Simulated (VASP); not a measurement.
Wanted: the native input for a VASP 6.6.1 run.

```yaml
Task: single point
Functional: PBE
Potentials_or_basis: VASP PAW PBE potentials, release 64 (Al, Co)
Cutoff: 520 eV
k_mesh: 14 × 14 × 14
Occupations: gaussian, width 0.1 eV
Spin: no spin polarisation
Dipole_correction: no
Further_INCAR_settings: ALGO = Fast; EDIFF = 1e-07; NBANDS = 18
```

The structure of Al4Co lies in POSCAR:

```
Al4Co
1.0
   -1.3907006263      1.3907006263      9.4362573064
    1.3907006263     -1.3907006263      9.4362573064
    1.3907006263      1.3907006263     -9.4362573064
Al Co
4 1
Direct
    0.8065798692      0.8065798692      0.0000000000
    0.4205365608      0.4205365608      0.0000000000
    0.1934201308      0.1934201308      0.0000000000
    0.5794634392      0.5794634392      0.0000000000
    0.0000000000      0.0000000000      0.0000000000
```

These files were run (other wordings do the same):

INCAR

```
PREC     = Accurate       # precision mode
ENCUT    = 520            # plane-wave cutoff, eV
EDIFF    = 1E-7           # SCF threshold, eV
ISMEAR   = 0              # smearing method
SIGMA    = 0.1            # smearing width, eV
LREAL    = False          # projectors in reciprocal space
LASPH    = True           # aspherical terms in the spheres
NELM     = 80             # most SCF steps
ALGO     = Fast           # electronic algorithm
ISIF     = 2              # what is computed and relaxed
LWAVE    = False          # write WAVECAR
LCHARG   = False          # write CHGCAR
GGA      = PE             # functional
NBANDS   = 18             # bands
```

KPOINTS

```
regular mesh
0
Gamma
  14 14 14
```

Potentials or basis: VASP PAW PBE potentials, release 64 (Al, Co).

Run with:

```console
$ cat potpaw_PBE.64/Al/POTCAR potpaw_PBE.64/Co/POTCAR > POTCAR
$ mpirun -np 1 vasp_std > vasp.out
```

It gave:

```
Pressure               : -0.1 GPa
Largest force          : 0.005 eV/Å
Band gap on the k mesh : zero (an odd number of electrons rules out a gap without spin polarisation)
```

Caveat: the run has no spin polarisation, though such a crystal can be magnetic.

It took 42 min on 1 thread of AMD EPYC 9R45 96-Core Processor (Zen 5), with other jobs on the host, peak memory 0.94 GiB.
